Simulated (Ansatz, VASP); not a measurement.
InSb: VASP beside Ansatz

```
In Sb
1.0
    -1.27907    2.55814    2.55814
     2.55814   -1.27907    2.55814
     2.55814    2.55814   -1.27907
In Sb
1 1
Cartesian
  0.0000 0.0000 0.0000
  1.9186 1.9186 1.9186
```

Alike in both runs: task single point; functional r2SCAN; k mesh 20 × 20 × 20; occupations gaussian, width 0.15 eV; no spin polarisation.

|  | VASP | Ansatz |
| --- | --- | --- |
| version | VASP 6.6.1 | Ansatz 0.2.0 |
| potentials or method | VASP PAW PBE potentials, release 64 (In_d, Sb), cutoff 520 eV | scalar-relativistic, plane waves, PAW |
| valence electrons in the cell | 18 | 28 |

|  | VASP | Ansatz | Ansatz less VASP |
| --- | --- | --- | --- |
| gap on the k mesh at the Fermi level (eV) | none | none | - |
| pressure (GPa) | -2.1 | -2.1 | 0.00 |

VASP's potentials were made for PBE, not for r2SCAN. A gap of «none» marks a metal or a gap that the smearing closes. The functional is the same, so the differences come from potentials, cutoffs and numerics. VASP's potentials hold 18 valence electrons a cell and Ansatz's 28, so a difference there can come from the potentials and not from the codes.

Spin-orbit coupling is off throughout.
